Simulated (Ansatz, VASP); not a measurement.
**Hf4Si in VASP and in Ansatz**

```
Hf Si
1.0
     3.19385    0.00000    0.00000
    -1.59693    2.76596    0.00000
     0.00000    0.00000   11.90792
Hf Si
4 1
Cartesian
  1.5969 0.9220 9.7410
  0.0000 1.8440 2.1670
  1.5969 0.9220 4.6363
  0.0000 1.8440 7.2716
  0.0000 0.0000 0.0000
```

Alike in both runs: functional PBE; k mesh 12 × 12 × 4; occupations gaussian, width 0.1 eV; no spin polarisation.

Ansatz relaxed the structure, and its values are those at the end. VASP's run is a single point on that final structure, the one shown.

```csv
,VASP,Ansatz
version,VASP 6.6.1,Ansatz 0.2.0
potentials or method,"VASP PAW PBE potentials, release 64 (Hf_pv, Si), cutoff 520 eV","scalar-relativistic, plane waves, PAW"
valence electrons in the cell,44,108
```

Ansatz gave:

| Item | Value |
| --- | --- |
| gap on the k mesh at the Fermi level (eV) | none |
| pressure (GPa) | 0.0 |
| rms of the force components (eV/Å) | 0.002 |

**Question.** Estimate VASP's values.

**Answer.** gap on the k mesh at the Fermi level (eV): none; pressure (GPa): -0.4; rms of the force components (eV/Å): 0.010.

A gap of «none» marks a metal or a gap that the smearing closes. VASP's potentials hold 44 valence electrons a cell and Ansatz's 108, so a difference there can come from the potentials and not from the codes.

Spin-orbit coupling is off throughout.
